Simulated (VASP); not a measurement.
# SiC (F-43m) in VASP: further runs

SiC is run at these levels: PBE; tasks: single point, relaxation of cell and atoms.

All numbers are computed with VASP 6.6.1; they aren't measurements. Logs are shortened: lines on timing, memory, paths and dates and some standing lists are left out, and cuts for length are marked.

**1. The cell of the first run**

It takes space group F-43m (No. 216, cubic). The conventional cell has a = 4.354 Å, b = 4.354 Å, c = 4.354 Å, α = 90.00°, β = 90.00°, γ = 90.00°. Within 2.5 Å of Si (site symmetry -43m) lie 4 C at 1.89 Å. C (site symmetry -43m) has 4 Si at 1.89 Å within 2.5 Å.

**2. Single point, PBE**

The input, INCAR:

```
ALGO     = Normal         # electronic algorithm
EDIFF    = 1E-6           # SCF threshold, eV
ENCUT    = 520            # plane-wave cutoff, eV
GGA      = PE             # functional
ISIF     = 2              # what is computed and relaxed
ISMEAR   = 0              # smearing method
LASPH    = T              # aspherical terms in the spheres
LCHARG   = F              # write CHGCAR
LREAL    = F              # projectors in reciprocal space
LWAVE    = F              # write WAVECAR
NBANDS   = 11             # bands
NELM     = 80             # most SCF steps
PREC     = Accurate       # precision mode
SIGMA    = 0.1            # smearing width, eV
```

The input, KPOINTS:

```
k-points
0
Gamma
  8 8 8
```

The input, POSCAR:

```
SiC
1.0
    0.0000000000      2.1769966200      2.1769966200
    2.1769966200      0.0000000000      2.1769966200
    2.1769966200      2.1769966200      0.0000000000
Si C
1 1
Direct
    0.7500000000      0.7500000000      0.7500000000
    0.0000000000      0.0000000000      0.0000000000
```

Potentials or basis: VASP PAW PBE potentials, release 64 (Si, C).

Launch:

```
$ cat potpaw_PBE.64/Si/POTCAR potpaw_PBE.64/C/POTCAR > POTCAR
$ mpirun -np 1 vasp_std > vasp.out
```

OUTCAR:

```text
EDIFF = 1E-6
   ENCUT = 520
   GGA = PE
   ISIF = 2
   ISMEAR = 0
   LASPH = T
   LREAL = F
   NELM = 80
   PREC = Accurate

 ion  position               nearest neighbor table
   1  0.750  0.750  0.750-   2 1.89   2 1.89   2 1.89   2 1.89
   2  0.000  0.000  0.000-   1 1.89   1 1.89   1 1.89   1 1.89

  LATTYP: Found a face centered cubic cell.
 ALAT       =     4.3539932400

  Lattice vectors:

 A1 = (   0.0000000000,   2.1769966200,   2.1769966200)
 A2 = (   2.1769966200,   0.0000000000,   2.1769966200)
 A3 = (   2.1769966200,   2.1769966200,   0.0000000000)

Analysis of symmetry for initial positions (statically):
=====================================================================
 Subroutine PRICEL returns:
 Original cell was already a primitive cell.

 Routine SETGRP: Setting up the symmetry group for a
 face centered cubic supercell.

 Subroutine GETGRP returns: Found 24 space group operations
 (whereof 24 operations were pure point group operations)
 out of a pool of 48 trial point group operations.

The static configuration has the point symmetry T_d .

Analysis of symmetry for dynamics (positions and initial velocities):
=====================================================================
 Subroutine PRICEL returns:
 Original cell was already a primitive cell.

 Routine SETGRP: Setting up the symmetry group for a
 face centered cubic supercell.

 Subroutine GETGRP returns: Found 24 space group operations
 (whereof 24 operations were pure point group operations)
 out of a pool of 48 trial point group operations.

The dynamic configuration has the point symmetry T_d .

 Subroutine INISYM returns: Found 24 space group operations
 (whereof 24 operations are pure point group operations),
 and found     1 'primitive' translations

----------------------------------------------------------------------------------------

                                     Primitive cell

  volume of cell :      20.6349

  direct lattice vectors                    reciprocal lattice vectors
     0.000000000  2.176996620  2.176996620    -0.229674220  0.229674220  0.229674220
     2.176996620  0.000000000  2.176996620     0.229674220 -0.229674220  0.229674220
     2.176996620  2.176996620  0.000000000     0.229674220  0.229674220 -0.229674220

  length of vectors
     3.078738145  3.078738145  3.078738145     0.397807418  0.397807418  0.397807418

  position of ions in fractional coordinates (direct lattice)
     0.750000000  0.750000000  0.750000000
     0.000000000  0.000000000  0.000000000

  ion indices of the primitive-cell ions
   primitive index   ion index
                 1           1
                 2           2

----------------------------------------------------------------------------------------

 KPOINTS: k-points

Automatic generation of k-mesh.
 Grid dimensions read from file:
 generate k-points for:    8    8    8

 Generating k-lattice:

  Cartesian coordinates                     Fractional coordinates (reciprocal lattice)
    -0.028709277  0.028709277  0.028709277     0.125000000  0.000000000  0.000000000
     0.028709277 -0.028709277  0.028709277     0.000000000  0.125000000  0.000000000
     0.028709277  0.028709277 -0.028709277     0.000000000  0.000000000  0.125000000

  Length of vectors
     0.049725927  0.049725927  0.049725927

  Shift w.r.t. Gamma in fractional coordinates (k-lattice)
     0.000000000  0.000000000  0.000000000

 Subroutine IBZKPT returns following result:
 ===========================================

 Found     29 irreducible k-points:

 Following reciprocal coordinates:
            Coordinates               Weight
  0.000000  0.000000  0.000000      1.000000
  0.125000  0.000000  0.000000      8.000000
  0.250000  0.000000  0.000000      8.000000
  0.375000  0.000000  0.000000      8.000000
  0.500000  0.000000  0.000000      4.000000
  0.125000  0.125000  0.000000      6.000000
[... 16 lines left out ...]
  0.500000  0.250000  0.125000     48.000000
 -0.375000  0.250000  0.125000     24.000000
 [... further k-points ...]
   k-points           NKPTS =     29   k-points in BZ     NKDIM =     29   number of bands    NBANDS=     11
   number of dos      NEDOS =    301   number of ions     NIONS =      2
   total plane-waves  NPLWV =  13824
   dimension x,y,z NGX =    24 NGY =   24 NGZ =   24
   dimension x,y,z NGXF=    48 NGYF=   48 NGZF=   48
   ions per type =               1   1
   NGX,Y,Z   is equivalent  to a cutoff of  12.96, 12.96, 12.96 a.u.
   NGXF,Y,Z  is equivalent  to a cutoff of  25.92, 25.92, 25.92 a.u.
 SYSTEM =  unknown system
   PREC   = accura    normal or accurate (medium, high low for compatibility)
   ISTART =      0    job   : 0-new  1-cont  2-samecut
   ICHARG =      2    charge: 1-file 2-atom 10-const
   ISPIN  =      1    spin polarized calculation?
   LNONCOLLINEAR =      F non collinear calculations
   LSORBIT =      F    spin-orbit coupling
   LASPH  =      T    aspherical Exc in radial PAW
   ENCUT  =  520.0 eV  38.22 Ry    6.18 a.u.   5.72  5.72  5.72*2*pi/ulx,y,z
   NELM   =     80;   NELMIN=  2; NELMDL= -5     # of ELM steps
   EDIFF  = 0.1E-05   stopping-criterion for ELM
   LREAL  =      F    real-space projection
   EDIFFG = 0.1E-04   stopping-criterion for IOM
   NSW    =      0    number of steps for IOM
   IBRION =     -1    ionic relax: 0-MD 1-quasi-New 2-CG
   NFREE  =      0    steps in history (QN), initial steepest desc. (CG)
   ISIF   =      2    stress and relaxation
   ISYM   =      2    0-nonsym 1-usesym 2-fastsym
   POTIM  = 0.5000    time-step for ionic-motion
   TEBEG  =    0.0;   TEEND  =   0.0 temperature during run
   PSTRESS=    0.0 pullay stress
   NELECT =       8.0000    total number of electrons
   NUPDOWN=      -1.0000    fix difference up-down
   EMIN   =  10.00;   EMAX   =-10.00  energy-range for DOS
   EFERMI =   0.00;   METHOD = LEGACY
   ISMEAR =     0;   SIGMA  =   0.10  broadening in eV -4-tet -1-fermi 0-gaus
   EFERMI_NEDOS =   21; number of points for ismear=-14 and -15
   IALGO  =     38    algorithm
   IMIX   =      4    mixing-type and parameters
     AMIX     =   0.40;   BMIX     =  1.00
     AMIX_MAG =   1.60;   BMIX_MAG =  1.00
  volume/ion in A,a.u.               =      10.32        69.63
  Fermi-wavevector in a.u.,A,eV,Ry     =   1.193723  2.255810 19.387972  1.424976
  Thomas-Fermi vector in A             =   2.329731
   LORBIT       =      0    0 simple, 1 ext, 2 COOP (PROOUT), +10 PAW based schemes
   GGA     = PE    functional components
   LHFCALC =     F    Hartree Fock is set to
   AEXX    =    0.0000 exact exchange contribution
   IVDW    =     0    specifies the selected vdW correction
   LEPSILON=     F    determine dielectric tensor
   LRPA    =     F    only Hartree local field effects (RPA)
 non-spin polarized calculation
 Gauss-broadening in eV      SIGMA  =   0.10
  energy-cutoff  :      520.00
  volume of cell :       20.63
 maximum number of plane-waves:       568
   NGX = 11   NGY = 11   NGZ = 11

 number of electron       8.0000001 magnetization

 Free energy of the ion-electron system (eV)
  ---------------------------------------------------
  ext. energy  EPLUGINS =         0.00000000
  ---------------------------------------------------
  free energy    TOTEN  =       -15.05538569 eV

  energy without entropy =      -15.05538569  energy(sigma->0) =      -15.05538569

 E-fermi :   8.5499     XC(G=0): -11.3681

 val. band max:        8.1389532455   @ k =   0.0000   0.0000   0.0000
 cond. band min:       9.4924373366   @ k =   0.5000   0.5000   0.0000
 fundamental gap:      1.3534840912
 Fermi energy:         8.5499327583

 k-point     1 :       0.0000    0.0000    0.0000
  band No.  band energies     occupation
      1      -7.2865      2.00000
      2       8.1390      2.00000
      3       8.1390      2.00000
      4       8.1390      2.00000
      5      14.4050      0.00000
      6      15.4647      0.00000
      7      15.4647      0.00000
      8      15.4647      0.00000
      9      22.6608      0.00000
     10      22.6608      0.00000
     11      24.6616      0.00000

 k-point     2 :       0.1250    0.0000    0.0000
  band No.  band energies     occupation
      1      -6.9812      2.00000
      2       6.6545      2.00000
      3       7.9380      2.00000
      4       7.9380      2.00000
      5      14.6379      0.00000
      6      15.8167      0.00000
      7      15.8167      0.00000
      8      15.9967      0.00000
      9      21.4390      0.00000
     10      21.4390      0.00000
     11      24.2204      0.00000

 k-point     3 :       0.2500    0.0000    0.0000
  band No.  band energies     occupation
      1      -6.0882      2.00000
      2       3.8426      2.00000
      3       7.5329      2.00000
      4       7.5329      2.00000
      5      14.1527      0.00000
      6      16.0641      0.00000
      7      16.0641      0.00000
      8      17.5161      0.00000
      9      21.2713      0.00000
     10      21.2713      0.00000
     11      23.3039      0.00000

 k-point     4 :       0.3750    0.0000    0.0000
  band No.  band energies     occupation
      1      -4.7303      2.00000
      2       1.0990      2.00000
      3       7.2056      2.00000
      4       7.2056      2.00000
      5      13.7395      0.00000
      6      15.6318      0.00000
      7      15.6318      0.00000
      8      18.1787      0.00000
      9      23.2696      0.00000
     10      23.2696      0.00000
     11      23.7052      0.00000
[... 239 lines left out ...]
 k-point    22 :       0.3750    0.2500    0.1250
  band No.  band energies     occupation
      1      -5.3121      2.00000
      2       3.6518      2.00000
      3       5.2772      2.00000
      4       6.8647      2.00000
      5      13.5141      0.00000
      6      15.7861      0.00000
      7      16.6279      0.00000
      8      18.2319      0.00000
      9      20.4027      0.00000
     10      24.1636      0.00000
     11      27.5908      0.00000

 k-point    23 :       0.5000    0.2500    0.1250
  band No.  band energies     occupation
      1      -4.0078      2.00000
      2       1.6190      2.00000
      3       4.5382      2.00000
      4       6.2146      2.00000
      5      13.4504      0.00000
      6      15.7518      0.00000
      7      17.3601      0.00000
      8      18.6118      0.00000
      9      21.5497      0.00000
     10      24.6635      0.00000
     11      27.5056      0.00000

 k-point    24 :      -0.3750    0.2500    0.1250
  band No.  band energies     occupation
      1      -3.0598      2.00000
      2       0.3000      2.00000
      3       4.4269      2.00000
      4       5.8773      2.00000
      5      13.3924      0.00000
      6      15.4337      0.00000
      7      18.3108      0.00000
      8      19.1632      0.00000
      9      21.5889      0.00000
     10      24.3864      0.00000
     11      27.4993      0.00000

 [... further k-points ...]
[... 5 lines left out ...]
  --------------------------------------------------------------------------------------
  -------------------------------------------------------------------------------------
  Total        0.4950261      0.4950261      0.4950261      0.0000000      0.0000000      0.0000000
  in kB       38.4357549     38.4357549     38.4357549      0.0000000      0.0000000      0.0000000
  external PRESSURE =      38.4357549 kB  Pullay stress =       0.0000000 kB

 VOLUME and BASIS-vectors are now :
 -----------------------------------------------------------------------------
  energy-cutoff  :      520.00
  volume of cell :       20.63
      direct lattice vectors                 reciprocal lattice vectors
     0.000000000  2.176996620  2.176996620    -0.229674220  0.229674220  0.229674220
     2.176996620  0.000000000  2.176996620     0.229674220 -0.229674220  0.229674220
     2.176996620  2.176996620  0.000000000     0.229674220  0.229674220 -0.229674220

 POSITION                                       TOTAL-FORCE (eV/Angst)
 -----------------------------------------------------------------------------------
      3.26549      3.26549      3.26549        -0.000000     -0.000000     -0.000000
      0.00000      0.00000      0.00000         0.000000      0.000000      0.000000
 -----------------------------------------------------------------------------------
    total drift:                                0.000000      0.000000      0.000000

  FREE ENERGIE OF THE ION-ELECTRON SYSTEM (eV)
  ---------------------------------------------------
  free  energy   TOTEN  =       -15.0553856869 eV

  energy  without entropy=      -15.0553856869  energy(sigma->0) =      -15.05538569
```

Wall time 10 s (1 thread of AMD EPYC 7R43 (Zen 3), shared host); peak memory 0.1 GiB.

Results:

| Item | Value |
| --- | --- |
| Free energy | -15.0554 eV |
| Pressure | 3.8 GPa |
| Band gap on the k mesh | 1.35 eV, indirect (least direct gap 4.54 eV) |

**3. Single point, PBE**

This run uses another cell than the first one, of 10.50 Å³/atom, 1.018 times its volume.

The input, INCAR:

```
  PREC = Accurate
  ENCUT = 520
  EDIFF = 1E-6
  ISMEAR = 0
  SIGMA = 0.02
  LREAL = False
  LASPH = True
  NELM = 100
  ALGO = Normal
  ISIF = 2
  LWAVE = False
  LCHARG = False
  GGA = PE
  NBANDS = 11
```

The input, KPOINTS:

```
Automatic mesh
0
Gamma
  10 10 10
```

The input, POSCAR:

```
SiC
1.0
    0.0000000000      2.1898629692      2.1898629692
    2.1898629692      0.0000000000      2.1898629692
    2.1898629692      2.1898629692      0.0000000000
Si C
1 1
Direct
    0.7500000000      0.7500000000      0.7500000000
    0.0000000000      0.0000000000      0.0000000000
```

Potentials or basis: VASP PAW PBE potentials, release 64 (Si, C).

Launch:

```
$ cat potpaw_PBE.64/Si/POTCAR potpaw_PBE.64/C/POTCAR > POTCAR
$ mpirun -np 1 vasp_std > vasp.out
```

Wall time 13 s (1 thread of AMD EPYC 7R43 (Zen 3), shared host); peak memory 0.1 GiB.

Results (log left out):

* Free energy: -15.0608 eV
* Pressure: 0.0 GPa
* Band gap on the k mesh: 1.37 eV, indirect (least direct gap 4.53 eV)

Levels at points of the mesh, in eV from the valence-band top:
```csv
k point,band 1,band 2,band 3,band 4,band 5,band 6,band 7,band 8
"(0.00, 0.00, 0.00)",-15.29,0.00,0.00,0.00,6.06,7.20,7.20,7.20
"(0.50, 0.00, 0.00)",-11.78,-8.45,-1.05,-1.05,5.30,7.17,7.17,9.97
"(0.50, 0.50, 0.00)",-10.34,-7.75,-3.16,-3.16,1.37,4.27,13.86,13.86
```

**4. Relaxation of cell and atoms, PBE**

The input, INCAR:

```
SYSTEM = SiC
ALGO = Normal
EDIFF = 1E-6
EDIFFG = -0.005
ENCUT = 600
GGA = PE
IBRION = 2
ISIF = 3
ISMEAR = 0
LASPH = .TRUE.
LCHARG = .FALSE.
LREAL = .FALSE.
LWAVE = .FALSE.
NELM = 100
NSW = 100
PREC = Accurate
SIGMA = 0.02
```

The input, KPOINTS:

```
k-points
0
G
  10 10 10
  0 0 0
```

The input, POSCAR:

```
SiC
1.0
    0.0000000000      2.1769966200      2.1769966200
    2.1769966200      0.0000000000      2.1769966200
    2.1769966200      2.1769966200      0.0000000000
Si C
1 1
Direct
    0.7500000000      0.7500000000      0.7500000000
    0.0000000000      0.0000000000      0.0000000000
```

Launch:

```
$ cat potpaw_PBE.64/Si/POTCAR potpaw_PBE.64/C/POTCAR > POTCAR
$ mpirun -np 1 vasp_std > vasp.out
```

Run time: 58 s. Hardware: 1 thread of AMD EPYC 7R43 (Zen 3), shared host; peak memory 0.12 GiB.

The run converged. Its results:

```
Free energy                            : -15.0618 eV
Relaxed volume                         : 10.49 Å³/atom
Relaxed cell                           : a = 3.096 Å, b = 3.096 Å, c = 3.096 Å, α = 60.00°, β = 60.00°, γ = 60.00°
Space group after relaxing (to 0.05 Å) : F-43m (No. 216)
Energy gained by relaxing              : 2.0 meV/atom
Ionic steps                            : 3
Pressure after relaxing                : 0.0 GPa
Band gap on the k mesh                 : 1.37 eV, indirect (least direct gap 4.53 eV)
```

The path:
```tsv
step	energy change (eV)	largest force (eV/Å)	pressure (GPa)	volume (Å³)
1	0.0000	0.0000	3.70	20.63
2	0.0002	0.0000	-3.58	21.36
3	-0.0040	0.0000	0.00	20.99
```

Final structure:
```cif
data_structure
_symmetry_space_group_name_H-M 'P 1'
_symmetry_Int_Tables_number 1
_cell_length_a 3.0961
_cell_length_b 3.0961
_cell_length_c 3.0961
_cell_angle_alpha 60.000
_cell_angle_beta 60.000
_cell_angle_gamma 60.000
_cell_volume 20.99
loop_
_atom_site_label
_atom_site_type_symbol
_atom_site_fract_x
_atom_site_fract_y
_atom_site_fract_z
_atom_site_occupancy
Si1 Si 0.75000 0.75000 0.75000 1
C1 C 0.00000 0.00000 0.00000 1
```

Levels at points of the mesh, in eV from the valence-band top:
| k point | band 2 | band 3 | band 4 | band 5 | band 6 | band 7 |
| --- | --- | --- | --- | --- | --- | --- |
| (0.00, 0.00, 0.00) | 0.00 | 0.00 | 0.00 | 6.07 | 7.21 | 7.21 |
| (0.50, 0.00, 0.00) | -8.46 | -1.05 | -1.05 | 5.31 | 7.17 | 7.17 |
| (0.50, 0.50, 0.00) | -7.75 | -3.16 | -3.16 | 1.37 | 4.27 | 13.87 |

**5. Summary**

```tsv
task	cell	k mesh	cutoff (eV)	smearing	gap on the mesh (eV)	pressure (GPa)
single point	a = 3.079 Å, angles 60.0°, 2 atoms	8 × 8 × 8	520	gaussian 0.1 eV	1.35	3.8
single point	a = 3.097 Å, angles 60.0°, 2 atoms	10 × 10 × 10	520	gaussian 0.02 eV	1.37	0.0
relaxation of cell and atoms	relaxed from a = 3.079 Å, angles 60.0°, 2 atoms	10 × 10 × 10	600	gaussian 0.02 eV	1.37	0.0
```

Alike in all rows: level PBE; potentials or basis VASP PAW PBE potentials, release 64 (Si, C); no spin polarisation.

Absolute energies hang on the potentials; compare differences alone.
